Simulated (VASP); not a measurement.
# TaN (P-62m) in VASP: a series of runs

Runs on TaN. Level: r2SCAN. Tasks: single point.

Everything below comes from runs of VASP 6.6.1. Logs are shortened: lines on timing, memory, paths and dates and some standing lists are left out, and cuts for length are marked.

## Step 1: The cell of the first run

The structure is hexagonal, space group P-62m (No. 189). The conventional cell has a = 5.196 Å, b = 5.196 Å, c = 2.911 Å, α = 90.00°, β = 90.00°, γ = 120.00°. Within 3.0 Å of Ta (site symmetry -6) lie 6 N at 2.16 Å and 5 Ta at 2.91 to 3.00 Å. Ta (site symmetry -62m) has 3 N at 2.04 Å within 2.7 Å. Within 3.0 Å of N (site symmetry m2m) lie 5 Ta at 2.04 to 2.16 Å and 6 N at 2.77 to 2.91 Å.

## Step 2: Single point, r2SCAN

POSCAR

```
TaN
1.0
    5.1960008669      0.0000000000      0.0000000000
   -2.5980004334      4.4998687488      0.0000000000
    0.0000000000      0.0000000000      2.9110000000
Ta N
3 3
Direct
    0.3333333333      0.6666666667      0.5000000000
    0.6666666667      0.3333333333      0.5000000000
    0.0000000000      0.0000000000      0.0000000000
    0.3928500000      0.0000000000      0.0000000000
    0.6071500000      0.6071500000      0.0000000000
    0.0000000000      0.3928500000      0.0000000000
```

INCAR.step1

```
PREC = Accurate ; ENCUT = 660
ISMEAR = 0 ; SIGMA = 0.1
LREAL = False ; LASPH = True
NELM = 120 ; NBANDS = 36
GGA = PE ; ALGO = Normal
EDIFF = 1E-5 ; LWAVE = True
LCHARG = False ; GGA_COMPAT = False
```

INCAR.step2

```
PREC = Accurate ; ENCUT = 660
EDIFF = 1E-6 ; ISMEAR = 0
SIGMA = 0.1 ; LREAL = False
LASPH = True ; NELM = 120
ALGO = Normal ; ISIF = 2
LWAVE = False ; LCHARG = False
METAGGA = R2SCAN ; LMIXTAU = True
NBANDS = 36 ; ISTART = 1
GGA_COMPAT = False
```

KPOINTS

```
regular mesh
0
Gamma
  6 6 6
```

Potentials or basis: VASP PAW PBE potentials, release 64 (Ta_sv_GW, N).

Run with:

```
$ cat potpaw_PBE.64/Ta_sv_GW/POTCAR potpaw_PBE.64/N/POTCAR > POTCAR
$ cp INCAR.step1 INCAR
$ mpirun -np 1 vasp_std > vasp.out
$ cp INCAR.step2 INCAR
$ mpirun -np 1 vasp_std > vasp.out
```

OUTCAR:

```text
PREC = Accurate
   ENCUT = 660
   EDIFF = 1E-6
   ISMEAR = 0
   LREAL = False
   LASPH = True
   NELM = 120
   ISIF = 2
   METAGGA = R2SCAN
   ISTART = 1

 ion  position               nearest neighbor table
   1  0.333  0.667  0.500-   4 2.16   4 2.16   6 2.16   6 2.16   5 2.16   5 2.16   2 3.00   2 3.00
                             2 3.00
   2  0.667  0.333  0.500-   6 2.16   6 2.16   4 2.16   4 2.16   5 2.16   5 2.16   1 3.00   1 3.00
                             1 3.00
   3  0.000  0.000  0.000-   6 2.04   4 2.04   5 2.04
   4  0.393  0.000  0.000-   3 2.04   1 2.16   1 2.16   2 2.16   2 2.16
   5  0.607  0.607  0.000-   3 2.04   2 2.16   2 2.16   1 2.16   1 2.16
   6  0.000  0.393  0.000-   3 2.04   2 2.16   2 2.16   1 2.16   1 2.16

  LATTYP: Found a hexagonal cell.
 ALAT       =     5.1960008669
 C/A-ratio  =     0.5602385516

  Lattice vectors:

 A1 = (   5.1960008669,   0.0000000000,   0.0000000000)
 A2 = (  -2.5980004334,   4.4998687488,   0.0000000000)
 A3 = (   0.0000000000,   0.0000000000,   2.9110000000)

Analysis of symmetry for initial positions (statically):
=====================================================================
 Subroutine PRICEL returns:
 Original cell was already a primitive cell.

 Routine SETGRP: Setting up the symmetry group for a
 hexagonal supercell.

 Subroutine GETGRP returns: Found 12 space group operations
 (whereof 12 operations were pure point group operations)
 out of a pool of 24 trial point group operations.

The static configuration has the point symmetry D_3h.

Analysis of symmetry for dynamics (positions and initial velocities):
=====================================================================
 Subroutine PRICEL returns:
 Original cell was already a primitive cell.

 Routine SETGRP: Setting up the symmetry group for a
 hexagonal supercell.

 Subroutine GETGRP returns: Found 12 space group operations
 (whereof 12 operations were pure point group operations)
 out of a pool of 24 trial point group operations.

The dynamic configuration has the point symmetry D_3h.

 Subroutine INISYM returns: Found 12 space group operations
 (whereof 12 operations are pure point group operations),
 and found     1 'primitive' translations

----------------------------------------------------------------------------------------

                                     Primitive cell

  volume of cell :      68.0630

  direct lattice vectors                    reciprocal lattice vectors
     5.196000867  0.000000000  0.000000000     0.192455703  0.111114352  0.000000000
    -2.598000433  4.499868749  0.000000000     0.000000000  0.222228704  0.000000000
     0.000000000  0.000000000  2.911000000     0.000000000  0.000000000  0.343524562

  length of vectors
     5.196000867  5.196000867  2.911000000     0.222228704  0.222228704  0.343524562

  position of ions in fractional coordinates (direct lattice)
     0.333333333  0.666666667  0.500000000
     0.666666667  0.333333333  0.500000000
     0.000000000  0.000000000  0.000000000
     0.392850000  0.000000000  0.000000000
     0.607150000  0.607150000  0.000000000
     0.000000000  0.392850000  0.000000000

  ion indices of the primitive-cell ions
   primitive index   ion index
                 1           1
                 2           2
                 3           3
                 4           4
                 5           5
                 6           6

----------------------------------------------------------------------------------------

 KPOINTS: regular mesh

Automatic generation of k-mesh.
 Grid dimensions read from file:
 generate k-points for:    6    6    6

 Generating k-lattice:

  Cartesian coordinates                     Fractional coordinates (reciprocal lattice)
     0.032075951  0.018519059  0.000000000     0.166666667  0.000000000  0.000000000
     0.000000000  0.037038117  0.000000000     0.000000000  0.166666667  0.000000000
     0.000000000  0.000000000  0.057254094     0.000000000  0.000000000  0.166666667

  Length of vectors
     0.037038117  0.037038117  0.057254094

  Shift w.r.t. Gamma in fractional coordinates (k-lattice)
     0.000000000  0.000000000  0.000000000

 Subroutine IBZKPT returns following result:
 ===========================================

 Found     28 irreducible k-points:

 Following reciprocal coordinates:
            Coordinates               Weight
  0.000000  0.000000  0.000000      1.000000
  0.166667 -0.000000  0.000000      6.000000
  0.333333 -0.000000  0.000000      6.000000
  0.500000 -0.000000  0.000000      3.000000
  0.166667  0.166667  0.000000      6.000000
  0.333333  0.166667  0.000000     12.000000
[... 16 lines left out ...]
  0.166667 -0.000000  0.500000      6.000000
  0.333333 -0.000000  0.500000      6.000000
 [... further k-points ...]
   k-points           NKPTS =     28   k-points in BZ     NKDIM =     28   number of bands    NBANDS=     36
   number of dos      NEDOS =    301   number of ions     NIONS =      6
   total plane-waves  NPLWV =  55296
   dimension x,y,z NGX =    48 NGY =   48 NGZ =   24
   dimension x,y,z NGXF=    96 NGYF=   96 NGZF=   48
   ions per type =               3   3
   NGX,Y,Z   is equivalent  to a cutoff of  15.36, 15.36, 13.71 a.u.
   NGXF,Y,Z  is equivalent  to a cutoff of  30.72, 30.72, 27.41 a.u.
 SYSTEM =  unknown system
   PREC   = accura    normal or accurate (medium, high low for compatibility)
   ISTART =      1    job   : 0-new  1-cont  2-samecut
   ICHARG =      0    charge: 1-file 2-atom 10-const
   ISPIN  =      1    spin polarized calculation?
   LNONCOLLINEAR =      F non collinear calculations
   LSORBIT =      F    spin-orbit coupling
   LASPH  =      T    aspherical Exc in radial PAW
   ENCUT  =  660.0 eV  48.51 Ry    6.96 a.u.  10.88 10.88  6.10*2*pi/ulx,y,z
   NELM   =    120;   NELMIN=  2; NELMDL=  0     # of ELM steps
   EDIFF  = 0.1E-05   stopping-criterion for ELM
   LREAL  =      F    real-space projection
   EDIFFG = 0.1E-04   stopping-criterion for IOM
   NSW    =      0    number of steps for IOM
   IBRION =     -1    ionic relax: 0-MD 1-quasi-New 2-CG
   NFREE  =      0    steps in history (QN), initial steepest desc. (CG)
   ISIF   =      2    stress and relaxation
   ISYM   =      2    0-nonsym 1-usesym 2-fastsym
   POTIM  = 0.5000    time-step for ionic-motion
   TEBEG  =    0.0;   TEEND  =   0.0 temperature during run
   PSTRESS=    0.0 pullay stress
   NELECT =      54.0000    total number of electrons
   NUPDOWN=      -1.0000    fix difference up-down
   EMIN   =  10.00;   EMAX   =-10.00  energy-range for DOS
   EFERMI =   0.00;   METHOD = LEGACY
   ISMEAR =     0;   SIGMA  =   0.10  broadening in eV -4-tet -1-fermi 0-gaus
   EFERMI_NEDOS =   21; number of points for ismear=-14 and -15
   IALGO  =     38    algorithm
   IMIX   =      4    mixing-type and parameters
     AMIX     =   0.40;   BMIX     =  1.00
     AMIX_MAG =   1.60;   BMIX_MAG =  1.00
  volume/ion in A,a.u.               =      11.34        76.55
  Fermi-wavevector in a.u.,A,eV,Ry     =   1.515546  2.863966 31.250927  2.296878
  Thomas-Fermi vector in A             =   2.625055
   LORBIT       =      0    0 simple, 1 ext, 2 COOP (PROOUT), +10 PAW based schemes
   METAGGA = R2SCAN    functional components
   LHFCALC =     F    Hartree Fock is set to
   AEXX    =    0.0000 exact exchange contribution
   IVDW    =     0    specifies the selected vdW correction
   LEPSILON=     F    determine dielectric tensor
   LRPA    =     F    only Hartree local field effects (RPA)
 non-spin polarized calculation
 Gauss-broadening in eV      SIGMA  =   0.10
  energy-cutoff  :      660.00
  volume of cell :       68.06
 maximum number of plane-waves:      2646
 NGX is ok and might be reduce to    48
   NGX = 21   NGY = 21   NGZ = 13

 number of electron      53.9999997 magnetization

 Free energy of the ion-electron system (eV)
  ---------------------------------------------------
  ext. energy  EPLUGINS =         0.00000000
  ---------------------------------------------------
  free energy    TOTEN  =      -188.98141886 eV

  energy without entropy =     -188.97782942  energy(sigma->0) =     -188.97962414

 E-fermi :  12.1978     XC(G=0): -14.2711

 val. band max:       12.1936193467   @ k =   0.1667  -0.0000   0.3333
 cond. band min:      12.4080896556   @ k =   0.0000   0.0000   0.3333
 fundamental gap:      0.2144703089
 Fermi energy:        12.1977865279

 k-point     1 :       0.0000    0.0000    0.0000
  band No.  band energies     occupation
      1     -59.2349      2.00000
      2     -59.1875      2.00000
      3     -58.5483      2.00000
      4     -25.2778      2.00000
      5     -25.2778      2.00000
      6     -24.9094      2.00000
[... 28 lines left out ...]
     35      15.6846      0.00000
     36      15.6846      0.00000

 k-point     2 :       0.1667   -0.0000    0.0000
  band No.  band energies     occupation
      1     -59.2321      2.00000
      2     -59.1902      2.00000
      3     -58.5484      2.00000
      4     -25.3007      2.00000
      5     -25.2698      2.00000
      6     -24.8925      2.00000
[... 28 lines left out ...]
     35      15.6640      0.00000
     36      15.8943      0.00000

 k-point     3 :       0.3333   -0.0000    0.0000
  band No.  band energies     occupation
      1     -59.2247      2.00000
      2     -59.1974      2.00000
      3     -58.5486      2.00000
      4     -25.3395      2.00000
      5     -25.2223      2.00000
      6     -24.9157      2.00000
[... 28 lines left out ...]
     35      16.3692      0.00000
     36      16.4331      0.00000
[... 742 lines left out ...]
 k-point    23 :       0.1667   -0.0000    0.5000
  band No.  band energies     occupation
      1     -59.1852      2.00000
      2     -59.1453      2.00000
      3     -58.5054      2.00000
      4     -25.5884      2.00000
      5     -25.4010      2.00000
      6     -25.1290      2.00000
[... 28 lines left out ...]
     35      16.7502      0.00000
     36      16.7969      0.00000

 k-point    24 :       0.3333   -0.0000    0.5000
  band No.  band energies     occupation
      1     -59.1783      2.00000
      2     -59.1522      2.00000
      3     -58.5054      2.00000
      4     -25.5693      2.00000
      5     -25.4343      2.00000
      6     -25.1439      2.00000
[... 28 lines left out ...]
     35      17.4407      0.00000
     36      17.7573      0.00000

 [... further k-points ...]

------------------------ aborting loop because EDIFF is reached ----------------------------------------

  FORCE on cell =-STRESS in cart. coord.  units (eV):
  Direction    XX          YY          ZZ          XY          YZ          ZX
  --------------------------------------------------------------------------------------
  -------------------------------------------------------------------------------------
  Total        0.4181415      0.4181415     -0.3222602      0.0000000      0.0000000      0.0000000
  in kB        9.8428899      9.8428899     -7.5858794      0.0000000      0.0000000      0.0000000
  external PRESSURE =       4.0333001 kB  Pullay stress =       0.0000000 kB

 VOLUME and BASIS-vectors are now :
 -----------------------------------------------------------------------------
  energy-cutoff  :      660.00
  volume of cell :       68.06
      direct lattice vectors                 reciprocal lattice vectors
     5.196000867  0.000000000  0.000000000     0.192455703  0.111114352  0.000000000
    -2.598000433  4.499868749  0.000000000     0.000000000  0.222228704  0.000000000
     0.000000000  0.000000000  2.911000000     0.000000000  0.000000000  0.343524562

 POSITION                                       TOTAL-FORCE (eV/Angst)
 -----------------------------------------------------------------------------------
     -0.00000      2.99991      1.45550         0.000000      0.000000      0.000000
      2.59800      1.49996      1.45550         0.000000      0.000000      0.000000
      0.00000      0.00000      0.00000         0.000000     -0.000000      0.000000
      2.04125      0.00000      0.00000        -0.018903      0.000000     -0.000000
      1.57738      2.73210      0.00000         0.009452      0.016371      0.000000
     -1.02062      1.76777      0.00000         0.009452     -0.016371     -0.000000
 -----------------------------------------------------------------------------------
    total drift:                               -0.000001     -0.000001      0.000000

  FREE ENERGIE OF THE ION-ELECTRON SYSTEM (eV)
  ---------------------------------------------------
  free  energy   TOTEN  =      -188.9814188576 eV

  energy  without entropy=     -188.9778294176  energy(sigma->0) =     -188.97962414
```

Wall time 6.6 min (1 thread of Intel Xeon Platinum 8488C (Sapphire Rapids), shared host); peak memory 0.29 GiB.

What came out:

```yaml
Free_energy: -188.9814 eV
Pressure: 0.4 GPa
Largest_force: 0.019 eV/Å
Band_gap_on_the_k_mesh: zero (bands 27 and 28 overlap by 2.92 eV)
```

Forces in eV/Å, atoms in the order of the input:
```
Ta   0.000  0.000  0.000
Ta   0.000  0.000  0.000
Ta   0.000  0.000  0.000
N   -0.019  0.000  0.000
N    0.009  0.016  0.000
N    0.009 -0.016  0.000
```

Levels at points of the mesh, in eV from the Fermi level:
| k point | band 23 | band 24 | band 25 | band 26 | band 27 | band 28 | band 29 | band 30 | band 31 | band 32 |
| --- | --- | --- | --- | --- | --- | --- | --- | --- | --- | --- |
| (0.00, 0.00, 0.00) | -5.16 | -4.47 | -3.48 | -1.86 | -0.85 | -0.85 | 0.85 | 0.85 | 2.04 | 2.17 |
| (0.50, 0.00, 0.00) | -4.76 | -4.05 | -4.04 | -2.86 | -2.59 | 1.44 | 2.09 | 2.19 | 2.71 | 2.72 |
| (0.00, 0.00, 0.50) | -4.67 | -4.50 | -2.90 | -2.90 | 2.07 | 2.13 | 2.13 | 2.54 | 2.54 | 3.53 |
| (0.50, 0.00, 0.50) | -4.90 | -4.16 | -3.27 | -2.00 | -0.86 | 0.67 | 1.70 | 3.53 | 3.61 | 3.67 |

Caveat: the PAW data sets were made with another functional, which shifts forces and pressure a little; spin-orbit coupling is left out, which moves the levels of the heavy elements.

[end of part 1 of 2]
